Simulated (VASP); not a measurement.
# ScCdC4N4 (P-43m) in VASP: single point with PBE

Aim: the single point of ScCdC4N4 with PBE.

Program: VASP 6.6.1. These are calculated values, not measurements. Logs are shortened: lines on timing, memory, paths and dates and some standing lists are left out, and cuts for length are marked.

## (1) The cell of the first run

Symmetry: P-43m, No. 215, cubic system. Conventional cell: a = 6.491 Å, b = 6.491 Å, c = 6.491 Å, α = 90.00°, β = 90.00°, γ = 90.00°. Sc (site symmetry -43m) has 4 C at 2.27 Å within 3.0 Å. Cd (site symmetry -43m) has 4 N at 2.18 Å within 2.9 Å. Within 1.6 Å of C (site symmetry 3m) lie 1 N at 1.17 Å. Within 1.6 Å of N (site symmetry 3m) lie 1 C at 1.17 Å.

## (2) Single point, PBE, collinear spin, ferromagnetic start

The input, INCAR:

```
SYSTEM = ScCdC4N4
ALGO = Normal
EDIFF = 1E-6
ENCUT = 520
GGA = PE
ISIF = 2
ISMEAR = 0
ISPIN = 2
LASPH = .True.
LCHARG = .False.
LMAXMIX = 4
LORBIT = 11
LREAL = .False.
LWAVE = .False.
MAGMOM = 0 0 1 1 1 1 1 1 1 1
NBANDS = 44
NELM = 150
PREC = Accurate
SIGMA = 0.1
```

The input, KPOINTS:

```
k-points
0
Gamma
  4 4 4
  0 0 0
```

The input, POSCAR:

```
ScCdC4N4
1.0
    6.4906573615      0.0000000000      0.0000000000
    0.0000000000      6.4906573615      0.0000000000
    0.0000000000      0.0000000000      6.4906573615
Sc Cd C N
1 1 4 4
Direct
    0.0000000000      0.0000000000      0.0000000000
    0.5000000000      0.5000000000      0.5000000000
    0.2016684217      0.2016684217      0.2016684217
    0.2016684217      0.7983315783      0.7983315783
    0.7983315783      0.2016684217      0.7983315783
    0.7983315783      0.7983315783      0.2016684217
    0.3057832559      0.3057832559      0.3057832559
    0.3057832559      0.6942167441      0.6942167441
    0.6942167441      0.3057832559      0.6942167441
    0.6942167441      0.6942167441      0.3057832559
```

Potentials or basis: VASP PAW PBE potentials, release 64 (Sc_sv, Cd, C, N).

Run with:

```console
$ cat potpaw_PBE.64/Sc_sv/POTCAR potpaw_PBE.64/Cd/POTCAR potpaw_PBE.64/C/POTCAR potpaw_PBE.64/N/POTCAR > POTCAR
$ mpirun -np 1 vasp_std > vasp.out
```

OUTCAR:

```text
SYSTEM = ScCdC4N4
   EDIFF = 1E-6
   ENCUT = 520
   GGA = PE
   ISIF = 2
   ISMEAR = 0
   ISPIN = 2
   LASPH = .True.
   LORBIT = 11
   LREAL = .False.
   NELM = 150
   PREC = Accurate

 ion  position               nearest neighbor table
   1  0.000  0.000  0.000-   3 2.27   4 2.27   5 2.27   6 2.27
   2  0.500  0.500  0.500-   7 2.18   8 2.18   9 2.18  10 2.18
   3  0.202  0.202  0.202-   7 1.17   1 2.27
   4  0.202  0.798  0.798-   8 1.17   1 2.27
   5  0.798  0.202  0.798-   9 1.17   1 2.27
   6  0.798  0.798  0.202-  10 1.17   1 2.27
   7  0.306  0.306  0.306-   3 1.17   2 2.18
   8  0.306  0.694  0.694-   4 1.17   2 2.18
   9  0.694  0.306  0.694-   5 1.17   2 2.18
  10  0.694  0.694  0.306-   6 1.17   2 2.18

  LATTYP: Found a simple cubic cell.
 ALAT       =     6.4906573615

  Lattice vectors:

 A1 = (   6.4906573615,   0.0000000000,   0.0000000000)
 A2 = (   0.0000000000,   6.4906573615,   0.0000000000)
 A3 = (   0.0000000000,   0.0000000000,   6.4906573615)

Analysis of symmetry for initial positions (statically):
=====================================================================
 Subroutine PRICEL returns:
 Original cell was already a primitive cell.

 Routine SETGRP: Setting up the symmetry group for a
 simple cubic supercell.

 Subroutine GETGRP returns: Found 24 space group operations
 (whereof 24 operations were pure point group operations)
 out of a pool of 48 trial point group operations.

The static configuration has the point symmetry T_d .

Analysis of symmetry for dynamics (positions and initial velocities):
=====================================================================
 Subroutine PRICEL returns:
 Original cell was already a primitive cell.

 Routine SETGRP: Setting up the symmetry group for a
 simple cubic supercell.

 Subroutine GETGRP returns: Found 24 space group operations
 (whereof 24 operations were pure point group operations)
 out of a pool of 48 trial point group operations.

The dynamic configuration has the point symmetry T_d .

Analysis of structural, dynamic, and magnetic symmetry:
=====================================================================
 Subroutine PRICEL returns:
 Original cell was already a primitive cell.

 Routine SETGRP: Setting up the symmetry group for a
 simple cubic supercell.

 Subroutine GETGRP returns: Found 24 space group operations
 (whereof 24 operations were pure point group operations)
 out of a pool of 48 trial point group operations.

The overall configuration has the point symmetry T_d .

 Subroutine INISYM returns: Found 24 space group operations
 (whereof 24 operations are pure point group operations),
 and found     1 'primitive' translations

----------------------------------------------------------------------------------------

                                     Primitive cell

  volume of cell :     273.4425

  direct lattice vectors                    reciprocal lattice vectors
     6.490657362  0.000000000  0.000000000     0.154067600  0.000000000  0.000000000
     0.000000000  6.490657362  0.000000000     0.000000000  0.154067600  0.000000000
     0.000000000  0.000000000  6.490657362     0.000000000  0.000000000  0.154067600

  length of vectors
     6.490657362  6.490657362  6.490657362     0.154067600  0.154067600  0.154067600

  position of ions in fractional coordinates (direct lattice)
     0.000000000  0.000000000  0.000000000
     0.500000000  0.500000000  0.500000000
     0.201668422  0.201668422  0.201668422
     0.201668422  0.798331578  0.798331578
     0.798331578  0.201668422  0.798331578
     0.798331578  0.798331578  0.201668422
     0.305783256  0.305783256  0.305783256
     0.305783256  0.694216744  0.694216744
     0.694216744  0.305783256  0.694216744
     0.694216744  0.694216744  0.305783256

  ion indices of the primitive-cell ions
   primitive index   ion index
                 1           1
                 2           2
                 3           3
                 4           4
                 5           5
                 6           6
[... 50 lines left out ...]
   NGXF,Y,Z  is equivalent  to a cutoff of  24.59, 24.59, 24.59 a.u.
 SYSTEM =  ScCdC4N4
   PREC   = accura    normal or accurate (medium, high low for compatibility)
   ISTART =      0    job   : 0-new  1-cont  2-samecut
   ICHARG =      2    charge: 1-file 2-atom 10-const
   ISPIN  =      2    spin polarized calculation?
   LNONCOLLINEAR =      F non collinear calculations
   LSORBIT =      F    spin-orbit coupling
   LASPH  =      T    aspherical Exc in radial PAW
   ENCUT  =  520.0 eV  38.22 Ry    6.18 a.u.  12.07 12.07 12.07*2*pi/ulx,y,z
   NELM   =    150;   NELMIN=  2; NELMDL= -5     # of ELM steps
   EDIFF  = 0.1E-05   stopping-criterion for ELM
   LREAL  =      F    real-space projection
   EDIFFG = 0.1E-04   stopping-criterion for IOM
   NSW    =      0    number of steps for IOM
   IBRION =     -1    ionic relax: 0-MD 1-quasi-New 2-CG
   NFREE  =      0    steps in history (QN), initial steepest desc. (CG)
   ISIF   =      2    stress and relaxation
   ISYM   =      2    0-nonsym 1-usesym 2-fastsym
   POTIM  = 0.5000    time-step for ionic-motion
   TEBEG  =    0.0;   TEEND  =   0.0 temperature during run
   PSTRESS=    0.0 pullay stress
   NELECT =      59.0000    total number of electrons
   NUPDOWN=      -1.0000    fix difference up-down
   EMIN   =  10.00;   EMAX   =-10.00  energy-range for DOS
   EFERMI =   0.00;   METHOD = LEGACY
   ISMEAR =     0;   SIGMA  =   0.10  broadening in eV -4-tet -1-fermi 0-gaus
   EFERMI_NEDOS =   21; number of points for ismear=-14 and -15
   IALGO  =     38    algorithm
   IMIX   =      4    mixing-type and parameters
     AMIX     =   0.40;   BMIX     =  1.00
     AMIX_MAG =   1.60;   BMIX_MAG =  1.00
  volume/ion in A,a.u.               =      27.34       184.53
  Fermi-wavevector in a.u.,A,eV,Ry     =   0.981907  1.855534 13.117927  0.964140
  Thomas-Fermi vector in A             =   2.112949
   LORBIT       =     11    0 simple, 1 ext, 2 COOP (PROOUT), +10 PAW based schemes
   GGA     = PE    functional components
   LHFCALC =     F    Hartree Fock is set to
   AEXX    =    0.0000 exact exchange contribution
   IVDW    =     0    specifies the selected vdW correction
   LEPSILON=     F    determine dielectric tensor
   LRPA    =     F    only Hartree local field effects (RPA)
 spin polarized calculation
 Gauss-broadening in eV      SIGMA  =   0.10
  energy-cutoff  :      520.00
  volume of cell :      273.44
 maximum number of plane-waves:      7400
   NGX = 25   NGY = 25   NGZ = 25

 number of electron      58.9999988 magnetization       1.0000159

 Free energy of the ion-electron system (eV)
  ---------------------------------------------------
  ext. energy  EPLUGINS =         0.00000000
  ---------------------------------------------------
  free energy    TOTEN  =       -74.71665075 eV

  energy without entropy =      -74.66369134  energy(sigma->0) =      -74.69017104

 E-fermi :   0.0520     XC(G=0):  -6.2477

 val. band max:        0.0508241452   @ k =   0.2500   0.2500   0.2500
 cond. band min:       0.0552813365   @ k =   0.2500   0.2500   0.0000
 fundamental gap:      0.0044571913
 Fermi energy:         0.0520117239

 spin component 1

 k-point     1 :       0.0000    0.0000    0.0000
  band No.  band energies     occupation
      1     -50.4855      1.00000
      2     -29.1626      1.00000
      3     -29.1626      1.00000
      4     -29.1626      1.00000
      5     -19.3759      1.00000
      6     -19.3256      1.00000
[... 429 lines left out ...]
     40       3.5670      0.00000
     41       3.5670      0.00000
 Fermi energy:         0.0520117239

 spin component 2

 k-point     1 :       0.0000    0.0000    0.0000
  band No.  band energies     occupation
      1     -50.0127      1.00000
      2     -28.6777      1.00000
      3     -28.6777      1.00000
      4     -28.6777      1.00000
      5     -19.3423      1.00000
      6     -19.2923      1.00000
[... 429 lines left out ...]
     40       3.6829      0.00000
     41       3.6829      0.00000
 [bands above 41 left out]

------------------------ aborting loop because EDIFF is reached ----------------------------------------

  FORCE on cell =-STRESS in cart. coord.  units (eV):
  Direction    XX          YY          ZZ          XY          YZ          ZX
  --------------------------------------------------------------------------------------
  -------------------------------------------------------------------------------------
  Total        1.0504907      1.0504907      1.0504907     -0.0000000     -0.0000000     -0.0000000
  in kB        6.1551231      6.1551231      6.1551231     -0.0000000     -0.0000000     -0.0000000
  external PRESSURE =       6.1551231 kB  Pullay stress =       0.0000000 kB

 VOLUME and BASIS-vectors are now :
 -----------------------------------------------------------------------------
  energy-cutoff  :      520.00
  volume of cell :      273.44
      direct lattice vectors                 reciprocal lattice vectors
     6.490657362  0.000000000  0.000000000     0.154067600  0.000000000  0.000000000
     0.000000000  6.490657362  0.000000000     0.000000000  0.154067600  0.000000000
     0.000000000  0.000000000  6.490657362     0.000000000  0.000000000  0.154067600

 POSITION                                       TOTAL-FORCE (eV/Angst)
 -----------------------------------------------------------------------------------
      0.00000      0.00000      0.00000         0.000000     -0.000000     -0.000000
      3.24533      3.24533      3.24533         0.000000     -0.000000     -0.000000
      1.30896      1.30896      1.30896        -0.144541     -0.144541     -0.144541
      1.30896      5.18170      5.18170        -0.144541      0.144541      0.144541
      5.18170      1.30896      5.18170         0.144541     -0.144541      0.144541
      5.18170      5.18170      1.30896         0.144541      0.144541     -0.144541
      1.98473      1.98473      1.98473         0.153730      0.153730      0.153730
      1.98473      4.50592      4.50592         0.153730     -0.153730     -0.153730
      4.50592      1.98473      4.50592        -0.153730      0.153730     -0.153730
      4.50592      4.50592      1.98473        -0.153730     -0.153730      0.153730
 -----------------------------------------------------------------------------------
    total drift:                               -0.000000     -0.000000     -0.000000

  FREE ENERGIE OF THE ION-ELECTRON SYSTEM (eV)
  ---------------------------------------------------
  free  energy   TOTEN  =       -74.7166507505 eV

  energy  without entropy=      -74.6636913358  energy(sigma->0) =      -74.69017104

 total charge

# of ion       s       p       d       tot
------------------------------------------
    1        2.198   6.141   1.092   9.431
    2        0.323   0.326   9.612  10.261
    3        0.970   1.617   0.000   2.586
    4        0.970   1.617   0.000   2.586
    5        0.970   1.617   0.000   2.586
    6        0.970   1.617   0.000   2.586
    7        1.300   2.579   0.000   3.879
    8        1.300   2.579   0.000   3.879
    9        1.300   2.579   0.000   3.879
   10        1.300   2.579   0.000   3.879
--------------------------------------------------
tot         11.601  23.249  10.704  45.555

 magnetization (x)

# of ion       s       p       d       tot
------------------------------------------
    1        0.006   0.005   0.535   0.546
    2       -0.001   0.000   0.003   0.003
    3       -0.003   0.003   0.000   0.000
    4       -0.003   0.003   0.000   0.000
    5       -0.003   0.003   0.000   0.000
    6       -0.003   0.003   0.000   0.000
    7        0.001   0.030   0.000   0.031
    8        0.001   0.030   0.000   0.031
    9        0.001   0.030   0.000   0.031
   10        0.001   0.030   0.000   0.031
--------------------------------------------------
tot         -0.002   0.135   0.538   0.672
```

It took 8.4 min on 1 thread of Oxide Virtual Turin-like, shared host; peak memory 0.47 GiB.

What came out:

- Free energy: -74.7167 eV
- Pressure: 0.6 GPa
- Largest force: 0.266 eV/Å
- Band gap on the k mesh: zero (filled and empty bands overlap)
- Net moment: 1.00 μB per cell
- Site moments: Sc +0.55; Cd +0.00; C +0.00; N +0.03 μB
- Valence electrons inside the program's atomic spheres: Sc 9.43; Cd 10.26; C 2.59; N 3.88

Forces on the atoms (eV/Å):
```
Sc   0.000  0.000  0.000
Cd   0.000  0.000  0.000
C   -0.145 -0.145 -0.145
C   -0.145  0.145  0.145
C    0.145 -0.145  0.145
C    0.145  0.145 -0.145
N    0.154  0.154  0.154
N    0.154 -0.154 -0.154
N   -0.154  0.154 -0.154
N   -0.154 -0.154  0.154
```

Levels at points of the mesh, in eV from the Fermi level:
Spin up:
```csv
k point,band 27,band 28,band 29,band 30,band 31,band 32,band 33,band 34
"(0.00, 0.00, 0.00)",-4.98,-4.98,-4.98,0.00,0.00,0.47,0.47,0.47
"(0.50, 0.00, 0.00)",-5.23,-4.97,-4.97,-0.04,0.03,0.59,0.75,0.75
"(0.50, 0.50, 0.00)",-5.28,-4.97,-4.97,-0.07,0.07,0.77,0.77,0.82
"(0.50, 0.50, 0.50)",-5.06,-5.06,-5.06,0.03,0.03,0.70,0.70,0.70
```
Spin down:
| k point | band 25 | band 26 | band 27 | band 28 | band 29 | band 30 | band 31 | band 32 | band 33 | band 34 |
| --- | --- | --- | --- | --- | --- | --- | --- | --- | --- | --- |
| (0.00, 0.00, 0.00) | -5.35 | -5.35 | -4.91 | -4.91 | -4.91 | 0.55 | 0.55 | 0.64 | 0.64 | 0.64 |
| (0.50, 0.00, 0.00) | -5.37 | -5.37 | -5.16 | -4.91 | -4.91 | 0.50 | 0.60 | 0.77 | 0.93 | 0.93 |
| (0.50, 0.50, 0.00) | -5.36 | -5.28 | -5.22 | -4.91 | -4.91 | 0.46 | 0.66 | 0.96 | 0.96 | 1.01 |
| (0.50, 0.50, 0.50) | -5.28 | -5.28 | -4.99 | -4.99 | -4.99 | 0.60 | 0.60 | 0.88 | 0.88 | 0.88 |
